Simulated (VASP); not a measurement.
Input of a VASP 6.6.1 run:

INCAR

```
SYSTEM = Co4F
  PREC = Accurate
  ENCUT = 520
  EDIFF = 1E-7
  ISMEAR = 0
  SIGMA = 0.1
  LREAL = .False.
  LASPH = .True.
  NELM = 150
  ALGO = Normal
  ISIF = 2
  LWAVE = .False.
  LCHARG = .False.
  ISPIN = 2
  MAGMOM = 3 3 3 3 0
  LORBIT = 11
  LMAXMIX = 4
  GGA = PE
  NBANDS = 34
```

The input KPOINTS:

```
Automatic mesh
0
Gamma
  6 6 6
  0 0 0
```

The input POSCAR:

```
Co4F
1.0
   -2.3386413100      2.3386413100      2.3386413100
    2.3386413100     -2.3386413100      2.3386413100
    2.3386413100      2.3386413100     -2.3386413100
Co F
4 1
Direct
    0.0000000000      0.0000000000      0.5000000000
    0.5000000000      0.0000000000      0.0000000000
    0.5000000000      0.5000000000      0.5000000000
    0.0000000000      0.5000000000      0.0000000000
    0.0000000000      0.0000000000      0.0000000000
```

Potentials or basis: VASP PAW PBE potentials, release 64 (Co, F).

Run with:

```console
$ cat potpaw_PBE.64/Co/POTCAR potpaw_PBE.64/F/POTCAR > POTCAR
$ mpirun -np 1 vasp_std > vasp.out
```

Question: Estimate the net moment.

Answer: 6.94 μB per cell.

Question: What does it give for the pressure?

Answer: 42.3 GPa.

Question: Predict the site moments.

Answer: Co +1.72; F +0.11 μB.

Caveat: the cell stands under pressure.
